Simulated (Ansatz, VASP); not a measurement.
Two plane-wave programs on W

Contents of INCAR:

```
PREC = Accurate
ENCUT = 500
EDIFF = 1E-7
ISMEAR = -1
SIGMA = 0.1
LREAL = False
LASPH = True
NELM = 120
ALGO = Normal
ISIF = 3
LWAVE = False
LCHARG = False
GGA = PE
IBRION = 2
NSW = 80
EDIFFG = -0.02
GGA_COMPAT = False
NELMIN = 4
```

File KPOINTS:

```
Automatic mesh
0
Gamma
  13 13 13
```

File POSCAR:

```
W
1.0
   -1.5823450000      1.5823450000      1.5823450000
    1.5823450000     -1.5823450000      1.5823450000
    1.5823450000      1.5823450000     -1.5823450000
W
1
Direct
    0.0000000000      0.0000000000      0.0000000000
```

Input for Ansatz:

```yaml
crystal:
  lattice:
    - [-1.582345, 1.582345, 1.582345]
    - [1.582345, -1.582345, 1.582345]
    - [1.582345, 1.582345, -1.582345]
  atoms:
    - { symbol: W, position: [0.0, 0.0, 0.0] }
basis:
  ecutwfc: 435.382179935808
kpoints:
  mp_grid:
    grid: [13, 13, 13]
scf:
  occupations:
    method: fermi_dirac
relax:
  f_tol: 0.02
  cell:
    stress_tol: 0.1
output:
  eigenvalues: true
```

Alike in both runs: task relaxation of cell and atoms; functional PBE; k mesh 13 × 13 × 13; no spin polarisation.

|  | VASP | Ansatz |
| --- | --- | --- |
| version | VASP 6.6.1 | Ansatz 0.2.0 |
| potentials or method | VASP PAW PBE potentials, release 64 (W_sv), cutoff 500 eV | plane waves, PAW |
| occupations | fermi-dirac, width 0.1 eV | fermi-dirac |
| valence electrons in the cell | 14 | 14 |

```csv
,VASP,Ansatz,Ansatz less VASP
"gap on the k mesh at the Fermi level, each at its own relaxed structure (eV)",none,none,-
relaxed volume (Å³/atom),16.16,16.12,-0.035
relaxed cell length with the largest relative difference (Å),2.758,2.756,-0.0020
```

A gap of «none» marks a metal or a gap that the smearing closes.

Neither program's run includes spin-orbit coupling.
